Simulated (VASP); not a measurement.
A run of VASP 6.6.1 is set up as follows.

File POSCAR:

```
AlN
1.0
    3.1110021516      0.0000000000      0.0000000000
   -1.5555010758      2.6942068945      0.0000000000
    0.0000000000      0.0000000000      4.9780000000
Al N
2 2
Direct
    0.3333333333      0.6666666667      0.0000000000
    0.6666666667      0.3333333333      0.5000000000
    0.2518194590      0.8893667129      0.3850000000
    0.6666666667      0.3333333333      0.8850000000
```

File INCAR.step1:

```
SYSTEM = AlN
ALGO = Normal ; EDIFF = 1E-4
ENCUT = 520 ; GGA = PE
ISMEAR = 0 ; LASPH = .TRUE.
LCHARG = .FALSE. ; LREAL = .FALSE.
LWAVE = .TRUE. ; NBANDS = 16
NELM = 60 ; PREC = Accurate
SIGMA = 0.05
```

The input INCAR.step2:

```
SYSTEM = AlN
ALGO = Normal ; EDIFF = 1E-6
ENCUT = 520 ; ISIF = 2
ISMEAR = 0 ; ISTART = 1
LASPH = .TRUE. ; LCHARG = .FALSE.
LMIXTAU = .TRUE. ; LREAL = .FALSE.
LWAVE = .FALSE. ; METAGGA = R2SCAN
NBANDS = 16 ; NELM = 60
PREC = Accurate ; SIGMA = 0.05
```

KPOINTS

```
k-points
0
G
  12 12 6
  0 0 0
```

Potentials or basis: VASP PAW PBE potentials, release 64 (Al, N).

Launch:

```bash
$ cat potpaw_PBE.64/Al/POTCAR potpaw_PBE.64/N/POTCAR > POTCAR
$ cp INCAR.step1 INCAR
$ mpirun -np 1 vasp_std > vasp.out
$ cp INCAR.step2 INCAR
$ mpirun -np 1 vasp_std > vasp.out
```

Question: Estimate the largest force.

Answer: 18.224 eV/Å.

Question: Estimate the pressure.

Answer: 26.6 GPa.

Question: Predict the band gap on the k mesh.

Answer: 2.80 eV (least direct gap 3.04 eV).

Stress tensor (GPa, compression positive):
```
 9.64 36.52 20.09
36.52 57.36 25.83
20.09 25.83 12.89
```

Caveat: the cell differs from its parent crystal (atom 3 (N) moved by (-0.600, +0.600) A along x and y); the cell stands under pressure; the PAW data sets were made with another functional, which shifts forces and pressure a little. A k mesh can miss the band edges.
